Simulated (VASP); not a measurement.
# SbC3 (Ama2) in VASP: single point with r2SCAN

Aim: the single point of SbC3 with r2SCAN.

Program: VASP 6.6.1. These are calculated values, not measurements. Logs are shortened: lines on timing, memory, paths and dates and some standing lists are left out, and cuts for length are marked.

### 1 The cell of the first run

It takes space group Ama2 (No. 40, orthorhombic). The conventional cell has a = 6.814 Å, b = 7.001 Å, c = 4.646 Å, α = 90.00°, β = 90.00°, γ = 90.00°. Within 2.5 Å of Sb (site symmetry m) lie 6 C at 1.78 to 2.47 Å. Within 2.6 Å of C (site symmetry m) lie 2 Sb at 1.78 to 2.47 Å and 2 C at 2.52 Å. C (site symmetry 1) has 2 Sb at 1.82 to 2.44 Å and 4 C at 2.47 to 2.58 Å within 2.6 Å.

### 2 Single point, r2SCAN

Input file POSCAR:

```
SbC3
1.0
    2.3228470000      3.5006950000      0.0000000000
    2.3228470000     -3.5006950000      0.0000000000
    0.0000000000      0.0000000000     -6.8136850000
Sb C
2 6
Direct
    0.2138000000      0.7862000000      0.7500000000
    0.7862000000      0.2138000000      0.2500000000
    0.6004000000      0.7056000000      0.7500000000
    0.7056000000      0.6004000000      0.2500000000
    0.0338000000      0.4458000000      0.9315000000
    0.0338000000      0.4458000000      0.5685000000
    0.4458000000      0.0338000000      0.0685000000
    0.4458000000      0.0338000000      0.4315000000
```

Input file INCAR.step1:

```
SYSTEM = SbC3
PREC     = Accurate       ! precision mode
ENCUT    = 660            ! plane-wave cutoff, eV
ISMEAR   = -1             ! smearing method
SIGMA    = 0.0284         ! smearing width, eV
LREAL    = .FALSE.        ! projectors in reciprocal space
LASPH    = .TRUE.         ! aspherical terms in the spheres
NELM     = 120            ! most SCF steps
NBANDS   = 27             ! bands
GGA      = PE             ! functional
ALGO     = Normal         ! electronic algorithm
EDIFF    = 1E-5           ! SCF threshold, eV
LWAVE    = .TRUE.         ! write WAVECAR
LCHARG   = .FALSE.        ! write CHGCAR
GGA_COMPAT= .FALSE.
```

Input file INCAR.step2:

```
SYSTEM = SbC3
PREC     = Accurate       ! precision mode
ENCUT    = 660            ! plane-wave cutoff, eV
EDIFF    = 1E-6           ! SCF threshold, eV
ISMEAR   = -1             ! smearing method
SIGMA    = 0.0284         ! smearing width, eV
LREAL    = .FALSE.        ! projectors in reciprocal space
LASPH    = .TRUE.         ! aspherical terms in the spheres
NELM     = 120            ! most SCF steps
ALGO     = Normal         ! electronic algorithm
ISIF     = 2              ! what is computed and relaxed
LWAVE    = .FALSE.        ! write WAVECAR
LCHARG   = .TRUE.         ! write CHGCAR
METAGGA  = R2SCAN         ! meta-GGA
LMIXTAU  = .TRUE.       
LELF     = .TRUE.         ! ELF
LVHAR    = .TRUE.       
NBANDS   = 27             ! bands
ISTART   = 1            
GGA_COMPAT= .FALSE.
```

Input file KPOINTS:

```
Automatic mesh
0
G
  5 5 3
  0 0 0
```

Potentials or basis: VASP PAW PBE potentials, release 64 (Sb, C).

The run is started by

```
$ cat potpaw_PBE.64/Sb/POTCAR potpaw_PBE.64/C/POTCAR > POTCAR
$ cp INCAR.step1 INCAR
$ mpirun -np 1 vasp_std > vasp.out
$ cp INCAR.step2 INCAR
$ mpirun -np 1 vasp_std > vasp.out
```

OUTCAR:

```text
SYSTEM = SbC3
   PREC = Accurate
   ENCUT = 660
   EDIFF = 1E-6
   ISMEAR = -1
   LREAL = .FALSE.
   LASPH = .TRUE.
   NELM = 120
   ISIF = 2
   METAGGA = R2SCAN
   ISTART = 1

 ion  position               nearest neighbor table
   1  0.214  0.786  0.750-   3 1.78   5 1.82   6 1.82   7 2.44   8 2.44   3 2.47
   2  0.786  0.214  0.250-   4 1.78   7 1.82   8 1.82   5 2.44   6 2.44   4 2.47
   3  0.600  0.706  0.750-   1 1.78   1 2.47
   4  0.706  0.600  0.250-   2 1.78   2 2.47
   5  0.034  0.446  0.931-   1 1.82   2 2.44
   6  0.034  0.446  0.569-   1 1.82   2 2.44
   7  0.446  0.034  0.069-   2 1.82   1 2.44
   8  0.446  0.034  0.431-   2 1.82   1 2.44

  LATTYP: Found a base centered orthorhombic cell.
 ALAT       =     4.6456940000
 B/A-ratio  =     1.5070708488
 C/A-ratio  =     1.4666667671

  Lattice vectors:

 A1 = (   2.3228470000,   3.5006950000,   0.0000000000)
 A2 = (   2.3228470000,  -3.5006950000,   0.0000000000)
 A3 = (   0.0000000000,   0.0000000000,  -6.8136850000)

Analysis of symmetry for initial positions (statically):
=====================================================================
 Subroutine PRICEL returns:
 Original cell was already a primitive cell.

 Routine SETGRP: Setting up the symmetry group for a
 base centered orthorhombic supercell.

 Subroutine GETGRP returns: Found  4 space group operations
 (whereof  2 operations were pure point group operations)
 out of a pool of  8 trial point group operations.

The static configuration has the point symmetry C_2 .
 The point group associated with its full space group is C_2v.

Analysis of symmetry for dynamics (positions and initial velocities):
=====================================================================
 Subroutine PRICEL returns:
 Original cell was already a primitive cell.

 Routine SETGRP: Setting up the symmetry group for a
 base centered orthorhombic supercell.

 Subroutine GETGRP returns: Found  4 space group operations
 (whereof  2 operations were pure point group operations)
 out of a pool of  8 trial point group operations.

The dynamic configuration has the point symmetry C_2 .
 The point group associated with its full space group is C_2v.

 Subroutine INISYM returns: Found  4 space group operations
 (whereof  2 operations are pure point group operations),
 and found     1 'primitive' translations

----------------------------------------------------------------------------------------

                                     Primitive cell

  volume of cell :     110.8120

  direct lattice vectors                    reciprocal lattice vectors
     2.322847000  3.500695000  0.000000000     0.215253092  0.142828781  0.000000000
     2.322847000 -3.500695000  0.000000000     0.215253092 -0.142828781  0.000000000
     0.000000000  0.000000000 -6.813685000     0.000000000  0.000000000 -0.146763462

  length of vectors
     4.201247870  4.201247870  6.813685000     0.258329159  0.258329159  0.146763462

  position of ions in fractional coordinates (direct lattice)
     0.213800000  0.786200000  0.750000000
     0.786200000  0.213800000  0.250000000
     0.600400000  0.705600000  0.750000000
     0.705600000  0.600400000  0.250000000
     0.033800000  0.445800000  0.931500000
     0.033800000  0.445800000  0.568500000
     0.445800000  0.033800000  0.068500000
     0.445800000  0.033800000  0.431500000

  ion indices of the primitive-cell ions
   primitive index   ion index
                 1           1
                 2           2
                 3           3
                 4           4
                 5           5
                 6           6
                 7           7
                 8           8

----------------------------------------------------------------------------------------

 KPOINTS: Automatic mesh

Automatic generation of k-mesh.
 Grid dimensions read from file:
 generate k-points for:    5    5    3

 Generating k-lattice:

  Cartesian coordinates                     Fractional coordinates (reciprocal lattice)
     0.043050618  0.028565756  0.000000000     0.200000000 -0.000000000  0.000000000
     0.043050618 -0.028565756  0.000000000    -0.000000000  0.200000000  0.000000000
     0.000000000  0.000000000 -0.048921154     0.000000000  0.000000000  0.333333333

  Length of vectors
     0.051665832  0.051665832  0.048921154

  Shift w.r.t. Gamma in fractional coordinates (k-lattice)
     0.000000000  0.000000000  0.000000000

 Subroutine IBZKPT returns following result:
 ===========================================

 Found     18 irreducible k-points:

 Following reciprocal coordinates:
            Coordinates               Weight
  0.000000  0.000000  0.000000      1.000000
  0.200000 -0.000000  0.000000      4.000000
  0.400000 -0.000000  0.000000      4.000000
  0.200000  0.200000  0.000000      2.000000
  0.400000  0.200000  0.000000      4.000000
 -0.400000  0.200000  0.000000      4.000000
[... 10 lines left out ...]
  0.400000  0.400000  0.333333      4.000000
 -0.400000  0.400000  0.333333      4.000000
   k-points           NKPTS =     18   k-points in BZ     NKDIM =     18   number of bands    NBANDS=     27
   number of dos      NEDOS =    301   number of ions     NIONS =      8
   total plane-waves  NPLWV =  77760
   dimension x,y,z NGX =    36 NGY =   36 NGZ =   60
   dimension x,y,z NGXF=    72 NGYF=   72 NGZF=  120
   ions per type =               2   6
   NGX,Y,Z   is equivalent  to a cutoff of  14.25, 14.25, 14.64 a.u.
   NGXF,Y,Z  is equivalent  to a cutoff of  28.49, 28.49, 29.28 a.u.
 SYSTEM =  SbC3
   PREC   = accura    normal or accurate (medium, high low for compatibility)
   ISTART =      1    job   : 0-new  1-cont  2-samecut
   ICHARG =      0    charge: 1-file 2-atom 10-const
   ISPIN  =      1    spin polarized calculation?
   LNONCOLLINEAR =      F non collinear calculations
   LSORBIT =      F    spin-orbit coupling
   LASPH  =      T    aspherical Exc in radial PAW
   ENCUT  =  660.0 eV  48.51 Ry    6.96 a.u.   8.80  8.80 14.27*2*pi/ulx,y,z
   NELM   =    120;   NELMIN=  2; NELMDL=  0     # of ELM steps
   EDIFF  = 0.1E-05   stopping-criterion for ELM
   LREAL  =      F    real-space projection
   EDIFFG = 0.1E-04   stopping-criterion for IOM
   NSW    =      0    number of steps for IOM
   IBRION =     -1    ionic relax: 0-MD 1-quasi-New 2-CG
   NFREE  =      0    steps in history (QN), initial steepest desc. (CG)
   ISIF   =      2    stress and relaxation
   ISYM   =      2    0-nonsym 1-usesym 2-fastsym
   POTIM  = 0.5000    time-step for ionic-motion
   TEBEG  =    0.0;   TEEND  =   0.0 temperature during run
   PSTRESS=    0.0 pullay stress
   NELECT =      34.0000    total number of electrons
   NUPDOWN=      -1.0000    fix difference up-down
   EMIN   =  10.00;   EMAX   =-10.00  energy-range for DOS
   EFERMI =   0.00;   METHOD = LEGACY
   ISMEAR =    -1;   SIGMA  =   0.03  broadening in eV -4-tet -1-fermi 0-gaus
   EFERMI_NEDOS =   21; number of points for ismear=-14 and -15
   IALGO  =     38    algorithm
   IMIX   =      4    mixing-type and parameters
     AMIX     =   0.40;   BMIX     =  1.00
     AMIX_MAG =   1.60;   BMIX_MAG =  1.00
  volume/ion in A,a.u.               =      13.85        93.47
  Fermi-wavevector in a.u.,A,eV,Ry     =   1.104177  2.086593 16.588326  1.219208
  Thomas-Fermi vector in A             =   2.240646
   LORBIT       =      0    0 simple, 1 ext, 2 COOP (PROOUT), +10 PAW based schemes
   METAGGA = R2SCAN    functional components
   LHFCALC =     F    Hartree Fock is set to
   AEXX    =    0.0000 exact exchange contribution
   IVDW    =     0    specifies the selected vdW correction
   LEPSILON=     F    determine dielectric tensor
   LRPA    =     F    only Hartree local field effects (RPA)
 non-spin polarized calculation
  energy-cutoff  :      660.00
  volume of cell :      110.81
 maximum number of plane-waves:      4290
   NGX = 17   NGY = 17   NGZ = 29

 number of electron      34.0000000 magnetization

 Free energy of the ion-electron system (eV)
  ---------------------------------------------------
  ext. energy  EPLUGINS =         0.00000000
  ---------------------------------------------------
  free energy    TOTEN  =       -71.41398616 eV

  energy without entropy =      -71.39622972  energy(sigma->0) =      -71.40510794

 E-fermi :   5.2308     XC(G=0): -10.9033

 val. band max:        5.2140689743   @ k =   0.0000   0.0000   0.0000
 cond. band min:       5.2354164574   @ k =   0.2000  -0.0000   0.3333
 fundamental gap:      0.0213474831
 Fermi energy:         5.2307540333

 k-point     1 :       0.0000    0.0000    0.0000
  band No.  band energies     occupation
      1     -11.6249      2.00000
      2     -10.2409      2.00000
      3      -7.1448      2.00000
      4      -4.6762      2.00000
      5      -3.7655      2.00000
      6      -3.3046      2.00000
[... 19 lines left out ...]
     26       7.8004      0.00000
     27      12.6998      0.00000

 k-point     2 :       0.2000   -0.0000    0.0000
  band No.  band energies     occupation
      1     -11.3965      2.00000
      2     -10.1887      2.00000
      3      -6.8759      2.00000
      4      -5.2787      2.00000
      5      -4.2411      2.00000
      6      -3.8527      2.00000
[... 19 lines left out ...]
     26       8.0266      0.00000
     27      13.1303      0.00000

 k-point     3 :       0.4000   -0.0000    0.0000
  band No.  band energies     occupation
      1     -10.8398      2.00000
      2     -10.2483      2.00000
      3      -6.2103      2.00000
      4      -6.1157      2.00000
      5      -4.9881      2.00000
      6      -4.7852      2.00000
[... 414 lines left out ...]
      1     -10.5231      2.00000
      2     -10.0906      2.00000
      3      -6.3903      2.00000
      4      -5.9427      2.00000
      5      -5.5052      2.00000
      6      -4.6152      2.00000
[... 19 lines left out ...]
     26       9.0384      0.00000
     27      14.0576      0.00000

 k-point    18 :      -0.4000    0.4000    0.3333
  band No.  band energies     occupation
      1     -10.6884      2.00000
      2     -10.1163      2.00000
      3      -6.0438      2.00000
      4      -5.7542      2.00000
      5      -5.6019      2.00000
      6      -4.3861      2.00000
[... 19 lines left out ...]
     26       9.0433      0.00000
     27      13.8312      0.00000

------------------------ aborting loop because EDIFF is reached ----------------------------------------

  FORCE on cell =-STRESS in cart. coord.  units (eV):
  Direction    XX          YY          ZZ          XY          YZ          ZX
  --------------------------------------------------------------------------------------
  -------------------------------------------------------------------------------------
  Total       32.1205720     33.4552768     27.6517183      0.0000000      0.0000000      0.0000000
  in kB      464.4157351    483.7135832    399.8027515      0.0000000      0.0000000      0.0000000
  external PRESSURE =     449.3106899 kB  Pullay stress =       0.0000000 kB

 VOLUME and BASIS-vectors are now :
 -----------------------------------------------------------------------------
  energy-cutoff  :      660.00
  volume of cell :      110.81
      direct lattice vectors                 reciprocal lattice vectors
     2.322847000  3.500695000  0.000000000     0.215253092  0.142828781  0.000000000
     2.322847000 -3.500695000  0.000000000     0.215253092 -0.142828781  0.000000000
     0.000000000  0.000000000 -6.813685000     0.000000000  0.000000000 -0.146763462

 POSITION                                       TOTAL-FORCE (eV/Angst)
 -----------------------------------------------------------------------------------
      2.32285     -2.00380     -5.11026         8.455654    -16.811525      0.000000
      2.32285      2.00380     -1.70342         8.455654     16.811525      0.000000
      3.03364     -0.36827     -5.11026         5.206719     10.324929      0.000000
      3.03364      0.36827     -1.70342         5.206719    -10.324929      0.000000
      1.11404     -1.44229     -6.34695        -6.831186      3.394350     -7.438686
      1.11404     -1.44229     -3.87358        -6.831186      3.394350      7.438686
      1.11404      1.44229     -0.46674        -6.831186     -3.394350      7.438686
      1.11404      1.44229     -2.94011        -6.831186     -3.394350     -7.438686
 -----------------------------------------------------------------------------------
    total drift:                               -0.002625      0.000000     -0.000000

  FREE ENERGIE OF THE ION-ELECTRON SYSTEM (eV)
  ---------------------------------------------------
  free  energy   TOTEN  =       -71.4139861609 eV

  energy  without entropy=      -71.3962297249  energy(sigma->0) =      -71.40510794
```

Run time: 6.9 min. Hardware: 1 thread of Intel Xeon 8259CL, shared host; peak memory 0.32 GiB.

Results:

| Property | Result |
| --- | --- |
| Free energy | -71.4140 eV |
| Pressure | 44.9 GPa |
| Largest force | 18.818 eV/Å |
| Band gap on the k mesh | zero (bands 17 and 18 overlap by 0.54 eV) |

Forces on the atoms (eV/Å):
```
Sb    8.456 -16.812   0.000
Sb    8.456  16.812   0.000
C     5.207  10.325   0.000
C     5.207 -10.325   0.000
C    -6.831   3.394  -7.439
C    -6.831   3.394   7.439
C    -6.831  -3.394   7.439
C    -6.831  -3.394  -7.439
```

Caveat: the cell stands under pressure; the PAW data sets were made with another functional, which shifts forces and pressure a little; spin-orbit coupling is left out, which moves the levels of the heavy elements.
